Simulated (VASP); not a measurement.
Here is a VASP 6.6.1 calculation.

Contents of INCAR:

```
SYSTEM = CdS
  PREC = Accurate
  ENCUT = 500
  EDIFF = 1E-6
  ISMEAR = 0
  SIGMA = 0.01
  LREAL = .False.
  LASPH = .True.
  NELM = 120
  ALGO = Normal
  ISIF = 2
  LWAVE = .False.
  LCHARG = .False.
  GGA = PS
  NBANDS = 16
  GGA_COMPAT = .False.
```

Contents of KPOINTS:

```
Automatic mesh
0
Gamma
  4 4 4
  0 0 0
```

File POSCAR:

```
CdS
1.0
    3.8936750000      0.0000000000      0.0000000000
    1.9468375000      3.3720214641      0.0000000000
    1.9468375000      1.1240071547      3.1791723247
Cd S
1 1
Direct
    0.0000000000      0.0000000000      0.0000000000
    0.5000000000      0.5000000000      0.5000000000
```

Potentials or basis: VASP PAW PBE potentials, release 64 (Cd, S).

Run with:

```console
$ cat potpaw_PBE.64/Cd/POTCAR potpaw_PBE.64/S/POTCAR > POTCAR
$ mpirun -np 1 vasp_std > vasp.out
```

**Question.** Estimate the pressure.

**Answer.** -3.6 GPa.

**Question.** What does it give for the band gap on the k mesh?

**Answer.** 0.08 eV, indirect (least direct gap 1.38 eV).

Caveat: the k points lie up to 0.49 Å⁻¹ apart; the PAW data sets were made with another functional, which shifts forces and pressure a little. A k mesh can miss the band edges.
